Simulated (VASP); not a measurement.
# LaBe (Pnma) in VASP: single point with PBE

Aim: the single point of LaBe with PBE.

All numbers are computed with VASP 6.6.1; they aren't measurements. Logs are shortened: lines on timing, memory, paths and dates and some standing lists are left out, and cuts for length are marked.

## Step 1: The cell of the first run

The structure is orthorhombic, space group Pnma (No. 62). Conventional cell: a = 7.939 Å, b = 3.780 Å, c = 5.703 Å, α = 90.00°, β = 90.00°, γ = 90.00°. Within 3.9 Å of La (site symmetry m) lie 7 Be at 2.98 to 3.12 Å and 8 La at 3.60 to 3.78 Å. Be (site symmetry m) has 2 Be at 2.31 Å and 7 La at 2.98 to 3.12 Å within 3.2 Å.

## Step 2: Single point, PBE

POSCAR reads:

```
LaBe
1.0
    7.9388800000      0.0000000000      0.0000000000
    0.0000000000      3.7799680000      0.0000000000
    0.0000000000      0.0000000000      5.7031100000
La Be
4 4
Direct
    0.1801000000      0.2500000000      0.1136000000
    0.3199000000      0.7500000000      0.6136000000
    0.6801000000      0.2500000000      0.3864000000
    0.8199000000      0.7500000000      0.8864000000
    0.0303000000      0.2500000000      0.6087000000
    0.4697000000      0.7500000000      0.1087000000
    0.5303000000      0.2500000000      0.8913000000
    0.9697000000      0.7500000000      0.3913000000
```

INCAR.step1 reads:

```
ALGO = Normal ; EDIFF = 1E-6
ENCUT = 520 ; GGA = PE
ISIF = 2 ; ISMEAR = 0
LASPH = T ; LCHARG = T
LMAXMIX = 6 ; LREAL = F
LWAVE = F ; NBANDS = 36
NELM = 60 ; PREC = Accurate
SIGMA = 0.0197
```

KPOINTS.step1 reads:

```
k-points
0
Gamma
  4 7 5
```

INCAR.step2 reads:

```
ALGO = Normal ; EDIFF = 1E-6
ENCUT = 520 ; GGA = PE
ICHARG = 11 ; ISIF = 2
ISMEAR = -5 ; LASPH = T
LCHARG = F ; LMAXMIX = 6
LORBIT = 11 ; LREAL = F
LWAVE = F ; NEDOS = 2001
NELM = 60 ; PREC = Accurate
SIGMA = 0.0197
```

KPOINTS.step2 reads:

```
k-points
0
Gamma
  6 11 8
```

Potentials or basis: VASP PAW PBE potentials, release 64 (La, Be).

Run with:

```
$ cat potpaw_PBE.64/La/POTCAR potpaw_PBE.64/Be/POTCAR > POTCAR
$ cp INCAR.step1 INCAR
$ cp KPOINTS.step1 KPOINTS
$ mpirun -np 1 vasp_std > vasp.out
$ cp INCAR.step2 INCAR
$ cp KPOINTS.step2 KPOINTS
$ mpirun -np 1 vasp_std > vasp.out
```

OUTCAR:

```text
EDIFF = 1E-6
   ENCUT = 520
   GGA = PE
   ICHARG = 11
   ISIF = 2
   ISMEAR = -5
   LASPH = T
   LORBIT = 11
   LREAL = F
   NELM = 60
   PREC = Accurate

 ion  position               nearest neighbor table
   1  0.180  0.250  0.114-   6 2.98   6 2.98   8 2.98   8 2.98   2 3.60   2 3.60   2 3.60   2 3.60
                             4 3.66   4 3.66
   2  0.320  0.750  0.614-   5 2.98   5 2.98   7 2.98   7 2.98   1 3.60   1 3.60   1 3.60   1 3.60
                             3 3.66   3 3.66
   3  0.680  0.250  0.386-   8 2.98   8 2.98   6 2.98   6 2.98   4 3.60   4 3.60   4 3.60   4 3.60
                             2 3.66   2 3.66
   4  0.820  0.750  0.886-   7 2.98   7 2.98   5 2.98   5 2.98   3 3.60   3 3.60   3 3.60   3 3.60
                             1 3.66   1 3.66
   5  0.030  0.250  0.609-   8 2.31   8 2.31   2 2.98   2 2.98   4 2.98   4 2.98
   6  0.470  0.750  0.109-   7 2.31   7 2.31   1 2.98   1 2.98   3 2.98   3 2.98
   7  0.530  0.250  0.891-   6 2.31   6 2.31   4 2.98   4 2.98   2 2.98   2 2.98
   8  0.970  0.750  0.391-   5 2.31   5 2.31   3 2.98   3 2.98   1 2.98   1 2.98

  LATTYP: Found a simple orthorhombic cell.
 ALAT       =     3.7799680000
 B/A-ratio  =     1.5087720319
 C/A-ratio  =     2.1002505841

  Lattice vectors:

 A1 = (   0.0000000000,   3.7799680000,   0.0000000000)
 A2 = (   0.0000000000,   0.0000000000,   5.7031100000)
 A3 = (   7.9388800000,   0.0000000000,   0.0000000000)

Analysis of symmetry for initial positions (statically):
=====================================================================
 Subroutine PRICEL returns:
 Original cell was already a primitive cell.

 Routine SETGRP: Setting up the symmetry group for a
 simple orthorhombic supercell.

 Subroutine GETGRP returns: Found  8 space group operations
 (whereof  2 operations were pure point group operations)
 out of a pool of  8 trial point group operations.

The static configuration has the point symmetry S_2 .
 The point group associated with its full space group is D_2h.

Analysis of symmetry for dynamics (positions and initial velocities):
=====================================================================
 Subroutine PRICEL returns:
 Original cell was already a primitive cell.

 Routine SETGRP: Setting up the symmetry group for a
 simple orthorhombic supercell.

 Subroutine GETGRP returns: Found  8 space group operations
 (whereof  2 operations were pure point group operations)
 out of a pool of  8 trial point group operations.

The dynamic configuration has the point symmetry S_2 .
 The point group associated with its full space group is D_2h.

 Subroutine INISYM returns: Found  8 space group operations
 (whereof  2 operations are pure point group operations),
 and found     1 'primitive' translations

----------------------------------------------------------------------------------------

                                     Primitive cell

  volume of cell :     171.1430

  direct lattice vectors                    reciprocal lattice vectors
     7.938880000  0.000000000  0.000000000     0.125962352  0.000000000  0.000000000
     0.000000000  3.779968000  0.000000000     0.000000000  0.264552504  0.000000000
     0.000000000  0.000000000  5.703110000     0.000000000  0.000000000  0.175342927

  length of vectors
     7.938880000  3.779968000  5.703110000     0.125962352  0.264552504  0.175342927

  position of ions in fractional coordinates (direct lattice)
     0.180100000  0.250000000  0.113600000
     0.319900000  0.750000000  0.613600000
     0.680100000  0.250000000  0.386400000
     0.819900000  0.750000000  0.886400000
     0.030300000  0.250000000  0.608700000
     0.469700000  0.750000000  0.108700000
     0.530300000  0.250000000  0.891300000
     0.969700000  0.750000000  0.391300000

  ion indices of the primitive-cell ions
   primitive index   ion index
                 1           1
                 2           2
                 3           3
                 4           4
                 5           5
                 6           6
                 7           7
                 8           8

----------------------------------------------------------------------------------------

 KPOINTS: k-points

Automatic generation of k-mesh.
 Grid dimensions read from file:
 generate k-points for:    6   11    8

 Generating k-lattice:

  Cartesian coordinates                     Fractional coordinates (reciprocal lattice)
     0.020993725  0.000000000  0.000000000     0.166666667  0.000000000  0.000000000
     0.000000000  0.024050228  0.000000000     0.000000000  0.090909091  0.000000000
     0.000000000  0.000000000  0.021917866     0.000000000  0.000000000  0.125000000

  Length of vectors
     0.020993725  0.024050228  0.021917866

  Shift w.r.t. Gamma in fractional coordinates (k-lattice)
     0.000000000  0.000000000  0.000000000

 TETIRR: Found   1584 inequivalent tetrahedra from     3168

 Subroutine IBZKPT returns following result:
 ===========================================

 Found    120 irreducible k-points:

 Following reciprocal coordinates:
            Coordinates               Weight
  0.000000  0.000000  0.000000      1.000000
  0.166667  0.000000  0.000000      2.000000
  0.333333  0.000000  0.000000      2.000000
  0.500000  0.000000  0.000000      1.000000
  0.000000  0.090909  0.000000      2.000000
  0.166667  0.090909  0.000000      4.000000
[... 16 lines left out ...]
  0.333333  0.454545  0.000000      4.000000
  0.500000  0.454545  0.000000      2.000000
 [... further k-points ...]
   k-points           NKPTS =    120   k-points in BZ     NKDIM =    120   number of bands    NBANDS=     31
   number of dos      NEDOS =   2001   number of ions     NIONS =      8
   total plane-waves  NPLWV =  70560
   dimension x,y,z NGX =    60 NGY =   28 NGZ =   42
   dimension x,y,z NGXF=   120 NGYF=   56 NGZF=   84
   ions per type =               4   4
   NGX,Y,Z   is equivalent  to a cutoff of  12.56, 12.31, 12.24 a.u.
   NGXF,Y,Z  is equivalent  to a cutoff of  25.13, 24.63, 24.49 a.u.
 SYSTEM =  unknown system
   PREC   = accura    normal or accurate (medium, high low for compatibility)
   ISTART =      0    job   : 0-new  1-cont  2-samecut
   ICHARG =     11    charge: 1-file 2-atom 10-const
   ISPIN  =      1    spin polarized calculation?
   LNONCOLLINEAR =      F non collinear calculations
   LSORBIT =      F    spin-orbit coupling
   LASPH  =      T    aspherical Exc in radial PAW
   ENCUT  =  520.0 eV  38.22 Ry    6.18 a.u.  14.76  7.03 10.60*2*pi/ulx,y,z
   NELM   =     60;   NELMIN=  2; NELMDL=  0     # of ELM steps
   EDIFF  = 0.1E-05   stopping-criterion for ELM
   LREAL  =      F    real-space projection
   EDIFFG = 0.1E-04   stopping-criterion for IOM
   NSW    =      0    number of steps for IOM
   IBRION =     -1    ionic relax: 0-MD 1-quasi-New 2-CG
   NFREE  =      0    steps in history (QN), initial steepest desc. (CG)
   ISIF   =      2    stress and relaxation
   ISYM   =      2    0-nonsym 1-usesym 2-fastsym
   POTIM  = 0.5000    time-step for ionic-motion
   TEBEG  =    0.0;   TEEND  =   0.0 temperature during run
   PSTRESS=    0.0 pullay stress
   NELECT =      52.0000    total number of electrons
   NUPDOWN=      -1.0000    fix difference up-down
   EMIN   =  10.00;   EMAX   =-10.00  energy-range for DOS
   EFERMI =   0.00;   METHOD = LEGACY
   ISMEAR =    -5;   SIGMA  =   0.02  broadening in eV -4-tet -1-fermi 0-gaus
   EFERMI_NEDOS =   21; number of points for ismear=-14 and -15
   IALGO  =     38    algorithm
   IMIX   =      4    mixing-type and parameters
     AMIX     =   0.40;   BMIX     =  1.00
     AMIX_MAG =   1.60;   BMIX_MAG =  1.00
  volume/ion in A,a.u.               =      21.39       144.37
  Fermi-wavevector in a.u.,A,eV,Ry     =   1.100583  2.079801 16.480513  1.211284
  Thomas-Fermi vector in A             =   2.236997
   LORBIT       =     11    0 simple, 1 ext, 2 COOP (PROOUT), +10 PAW based schemes
   GGA     = PE    functional components
   LHFCALC =     F    Hartree Fock is set to
   AEXX    =    0.0000 exact exchange contribution
   IVDW    =     0    specifies the selected vdW correction
   LEPSILON=     F    determine dielectric tensor
   LRPA    =     F    only Hartree local field effects (RPA)
 non-spin polarized calculation
 Fermi weights with tetrahedron method with Bloechl corrections
  energy-cutoff  :      520.00
  volume of cell :      171.14
 maximum number of plane-waves:      4646
 NGX is ok and might be reduce to    60

 number of electron      52.0000000 magnetization

 Free energy of the ion-electron system (eV)
  ---------------------------------------------------
  ext. energy  EPLUGINS =         0.00000000
  ---------------------------------------------------
  free energy    TOTEN  =       -32.67145351 eV

  energy without entropy =      -32.67145351  energy(sigma->0) =      -32.67145351

 E-fermi :   7.8039     XC(G=0): -10.0298

 val. band max:        7.8485264799   @ k =   0.5000   0.2727   0.5000
 cond. band min:       7.7639029225   @ k =   0.1667   0.1818   0.2500
 fundamental gap:     -0.0846235574
 Fermi energy:         7.8038759572

 k-point     1 :       0.0000    0.0000    0.0000
  band No.  band energies     occupation
      1     -24.4741      2.00000
      2     -24.3723      2.00000
      3     -24.2460      2.00000
      4     -24.1721      2.00000
      5      -8.8870      2.00000
      6      -8.8398      2.00000
[... 23 lines left out ...]
     30       9.0571      0.00000
     31       9.2786      0.00000

 k-point     2 :       0.1667    0.0000    0.0000
  band No.  band energies     occupation
      1     -24.4690      2.00000
      2     -24.3826      2.00000
      3     -24.2376      2.00000
      4     -24.1753      2.00000
      5      -8.8873      2.00000
      6      -8.8482      2.00000
[... 23 lines left out ...]
     30       9.2589      0.00000
     31       9.3087      0.00000

 k-point     3 :       0.3333    0.0000    0.0000
  band No.  band energies     occupation
      1     -24.4542      2.00000
      2     -24.4060      2.00000
      3     -24.2193      2.00000
      4     -24.1850      2.00000
      5      -8.8870      2.00000
      6      -8.8661      2.00000
[... 23 lines left out ...]
     30       9.2543      0.00000
     31       9.2813      0.00000

 k-point     4 :       0.5000    0.0000    0.0000
  band No.  band energies     occupation
      1     -24.4320      2.00000
      2     -24.4320      2.00000
      3     -24.2003      2.00000
      4     -24.2003      2.00000
      5      -8.8809      2.00000
      6      -8.8809      2.00000
[... 635 lines left out ...]
     30       8.2273      0.00000
     31       9.0762      0.00000

 k-point    23 :       0.3333    0.4545    0.0000
  band No.  band energies     occupation
      1     -24.2784      2.00000
      2     -24.2643      2.00000
      3     -24.2393      2.00000
      4     -24.2372      2.00000
      5      -8.7706      2.00000
      6      -8.7194      2.00000
[... 23 lines left out ...]
     30       8.4150      0.00000
     31       8.7717      0.00000

 k-point    24 :       0.5000    0.4545    0.0000
  band No.  band energies     occupation
      1     -24.2716      2.00000
      2     -24.2716      2.00000
      3     -24.2380      2.00000
      4     -24.2380      2.00000
      5      -8.7215      2.00000
      6      -8.7215      2.00000
[... 23 lines left out ...]
     30       8.5799      0.00000
     31       8.6047      0.00000

 [... further k-points ...]
[... 5 lines left out ...]
  --------------------------------------------------------------------------------------
  -------------------------------------------------------------------------------------
  Total        6.7334619      3.2295472      3.2422545      0.0000000     -0.0000000      0.0000000
  in kB       63.0361790     30.2338259     30.3527873      0.0000000     -0.0000000      0.0000000
  external PRESSURE =      41.2075974 kB  Pullay stress =       0.0000000 kB

 VOLUME and BASIS-vectors are now :
 -----------------------------------------------------------------------------
  energy-cutoff  :      520.00
  volume of cell :      171.14
      direct lattice vectors                 reciprocal lattice vectors
     7.938880000  0.000000000  0.000000000     0.125962352  0.000000000  0.000000000
     0.000000000  3.779968000  0.000000000     0.000000000  0.264552504  0.000000000
     0.000000000  0.000000000  5.703110000     0.000000000  0.000000000  0.175342927

 POSITION                                       TOTAL-FORCE (eV/Angst)
 -----------------------------------------------------------------------------------
      1.42979      0.94499      0.64787        -0.115261      0.000000     -0.141177
      2.53965      2.83498      3.49943         0.115261     -0.000000     -0.141177
      5.39923      0.94499      2.20368        -0.115261      0.000000      0.141177
      6.50909      2.83498      5.05524         0.115261      0.000000      0.141177
      0.24055      0.94499      3.47148        -0.195481      0.000000     -0.552331
      3.72889      2.83498      0.61993         0.195481      0.000000     -0.552331
      4.20999      0.94499      5.08318        -0.195481      0.000000      0.552331
      7.69833      2.83498      2.23163         0.195481     -0.000000      0.552331
 -----------------------------------------------------------------------------------
    total drift:                                0.000000     -0.000000      0.000000

  FREE ENERGIE OF THE ION-ELECTRON SYSTEM (eV)
  ---------------------------------------------------
  free  energy   TOTEN  =       -32.6714535066 eV

  energy  without entropy=      -32.6714535066  energy(sigma->0) =      -32.67145351

 total charge

# of ion       s       p       d       f       tot
--------------------------------------------------
    1        2.057   5.566   0.944   0.112   8.679
    2        2.057   5.566   0.944   0.112   8.679
    3        2.057   5.566   0.944   0.112   8.679
    4        2.057   5.566   0.944   0.112   8.679
    5        0.469   0.525   0.000   0.000   0.995
    6        0.469   0.525   0.000   0.000   0.995
    7        0.469   0.525   0.000   0.000   0.995
    8        0.469   0.525   0.000   0.000   0.995
--------------------------------------------------
tot         10.106  24.363   3.776   0.450  38.695
```

Wall time 12 min (1 thread of AMD EPYC 9R45 (Zen 5), shared host); peak memory 0.64 GiB.

Results:

- Valence electrons inside the program's atomic spheres: La 8.68; Be 0.99

Levels at points of the mesh, in eV from the Fermi level:
```
           k point  band 24  band 25  band 26  band 27  band 28  band 29
(0.00, 0.00, 0.00)    -0.86    -0.23     0.91     0.98     1.08     1.13
(0.50, 0.00, 0.00)    -0.58     0.38     0.38     0.64     0.64     1.41
(0.00, 0.00, 0.50)    -0.78    -0.09    -0.09    -0.01    -0.01     0.67
(0.50, 0.00, 0.50)    -0.30    -0.26    -0.26     0.15     0.15     0.77
```

Caveat: spin-orbit coupling is left out, which moves the levels of the heavy elements.
